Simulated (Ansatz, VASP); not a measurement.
Cs2PbI2Cl2 in VASP and in Ansatz

INCAR

```
SYSTEM = Cs2PbI2Cl2
PREC     = Accurate       ! precision mode
ENCUT    = 520            ! plane-wave cutoff, eV
EDIFF    = 1E-7           ! SCF threshold, eV
ISMEAR   = -1             ! smearing method
SIGMA    = 0.02           ! smearing width, eV
LREAL    = .FALSE.        ! projectors in reciprocal space
LASPH    = .TRUE.         ! aspherical terms in the spheres
NELM     = 60             ! most SCF steps
ALGO     = Normal         ! electronic algorithm
ISIF     = 2              ! what is computed and relaxed
LWAVE    = .FALSE.        ! write WAVECAR
LCHARG   = .FALSE.        ! write CHGCAR
GGA      = PE             ! functional
NBANDS   = 39             ! bands
```

File KPOINTS:

```
regular mesh
0
G
  6 6 6
  0 0 0
```

File POSCAR:

```
Cs2PbI2Cl2
1.0
   -2.8477935741      2.8477935741      9.6075228601
    2.8477935741     -2.8477935741      9.6075228601
    2.8477935741      2.8477935741     -9.6075228601
Cs Pb I Cl
2 1 2 2
Direct
    0.3700726766      0.3700726766      0.0000000000
    0.6299273234      0.6299273234      0.0000000000
    0.0000000000      0.0000000000      0.0000000000
    0.1674978303      0.1674978303      0.0000000000
    0.8325021697      0.8325021697      0.0000000000
    0.5000000000      0.0000000000      0.5000000000
    0.0000000000      0.5000000000      0.5000000000
```

Input for Ansatz:

```yaml
crystal:
  lattice:
    - [-2.8477935741, 2.8477935741, 9.6075228601]
    - [2.8477935741, -2.8477935741, 9.6075228601]
    - [2.8477935741, 2.8477935741, -9.6075228601]
  atoms:
    - { symbol: Cs, position: [0.3700726766, 0.3700726766, 0.0] }
    - { symbol: Cs, position: [0.6299273234, 0.6299273234, 0.0] }
    - { symbol: Pb, position: [0.0, 0.0, 0.0] }
    - { symbol: I, position: [0.1674978303, 0.1674978303, 0.0] }
    - { symbol: I, position: [0.8325021697, 0.8325021697, 0.0] }
    - { symbol: Cl, position: [0.5, 0.0, 0.5] }
    - { symbol: Cl, position: [0.0, 0.5, 0.5] }
kpoints:
  mp_grid: { grid: [6, 6, 6] }
  band_path:
    path:
      - [[0.0, 0.0, 0.0], [-6.8786945682e-18, 6.8786945682e-18, 0.5], [0.25, 0.25, 0.25], [-2.409790588689e-18, 0.5, 2.409790588689e-18], [0.0, 0.0, 0.0], [0.5, 0.5, -0.5], [0.2719651496828, 0.7280348503172, -0.2719651496828]]
      - [[-0.2719651496828, 0.2719651496828, 0.2719651496828], [0.0, 0.0, 0.0]]
      - [[-6.8786945682e-18, 6.8786945682e-18, 0.5], [-0.04393029936564, 0.04393029936564, 0.5]]
      - [[0.5, 0.5, -0.04393029936564], [0.5, 0.5, -0.5]]
    npoints: 10
hamiltonian:
  xc: pbe
scf:
  occupations: { method: fermi_dirac, width: 0.02 }
  n_extra_bands: 5
output:
  forces: true
  stress: true
  eigenvalues: true
```

Alike in both runs: task single point; functional PBE; k mesh 6 × 6 × 6; occupations fermi-dirac, width 0.02 eV; no spin polarisation.

|  | VASP | Ansatz |
| --- | --- | --- |
| version | VASP 6.6.1 | Ansatz 0.2.0 |
| potentials or method | VASP PAW PBE potentials, release 64 (Cs_sv, Pb_d, I, Cl) | plane waves, PAW |
| plane-wave cutoff (eV) | 520 | 420 |
| valence electrons in the cell | 60 | 80 |

Ansatz gave:

```
gap on the k mesh at the Fermi level (eV)                     : 2.45
pressure (GPa)                                                : 0.6
traceless stress, the component that is largest in VASP (GPa) : -0.06
rms of the force components (eV/Å)                            : 0.018
```

Question: Estimate VASP's values.

Answer: gap on the k mesh at the Fermi level (eV): 2.46; pressure (GPa): 0.5; traceless stress, the component that is largest in VASP (GPa): -0.06; rms of the force components (eV/Å): 0.018.

Atom by atom the forces differ by 0.000 eV/Å (rms over components). With one functional, cell and mesh, what is left measures potentials, basis and numerics. VASP's potentials hold 60 valence electrons a cell and Ansatz's 80, so a difference there can come from the potentials and not from the codes.

Spin-orbit coupling is off throughout.
